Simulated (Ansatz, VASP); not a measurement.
**HfN: VASP beside Ansatz**

The input INCAR:

```
PREC = Accurate
ENCUT = 520
EDIFF = 1E-6
ISMEAR = 0
SIGMA = 0.15
LREAL = False
LASPH = True
NELM = 100
ALGO = Normal
ISIF = 2
LWAVE = False
LCHARG = False
GGA = PS
NBANDS = 14
```

File KPOINTS:

```
Automatic mesh
0
Gamma
  12 12 12
```

The input POSCAR:

```
HfN
1.0
    0.0000000000      2.4335340900      2.4335340900
    2.4335340900      0.0000000000      2.4335340900
    2.4335340900      2.4335340900      0.0000000000
Hf N
1 1
Direct
   -0.0031142120      0.0491395423     -0.0104472942
    0.7531142120      0.7008604577      0.7604472942
```

Input for Ansatz:

```yaml
crystal:
  lattice:
    - [0.0, 2.43353409, 2.43353409]
    - [2.43353409, 0.0, 2.43353409]
    - [2.43353409, 2.43353409, 0.0]
  atoms:
    - { symbol: Hf, position: [-0.003114212, 0.0491395423, -0.0104472942] }
    - { symbol: "N", position: [0.753114212, 0.7008604577, 0.7604472942] }
basis:
  ecutwfc: 420
kpoints:
  mp_grid: { grid: [12, 12, 12] }
hamiltonian:
  xc: pbesol
scf:
  occupations: { method: gaussian, width: 0.15 }
output:
  forces: true
  stress: true
  eigenvalues: true
```

Change from the starting cell: atom 2 moved 0.30 Å.

Alike in both runs: task single point; functional PBEsol; k mesh 12 × 12 × 12; occupations gaussian, width 0.15 eV; no spin polarisation.

|  | VASP | Ansatz |
| --- | --- | --- |
| version | VASP 6.6.1 | Ansatz 0.2.0 |
| potentials or method | VASP PAW PBE potentials, release 64 (Hf_pv, N), cutoff 520 eV | scalar-relativistic, plane waves, PAW |
| valence electrons in the cell | 15 | 31 |

```csv
,VASP,Ansatz,Ansatz less VASP
gap on the k mesh at the Fermi level (eV),none,none,-
pressure (GPa),11.1,11.6,+0.44
"traceless stress, the component that is largest in VASP (GPa)",-20.08,-19.81,+0.268
rms of the force components (eV/Å),3.354,3.302,-0.0522
```

VASP's potentials were made for PBE, not for PBEsol. Atom by atom the forces differ by 0.053 eV/Å (rms over components). A gap of «none» marks a metal or a gap that the smearing closes. With one functional, cell and mesh, what is left measures potentials, basis and numerics. VASP's potentials hold 15 valence electrons a cell and Ansatz's 31, so a difference there can come from the potentials and not from the codes.

Neither program's run includes spin-orbit coupling.
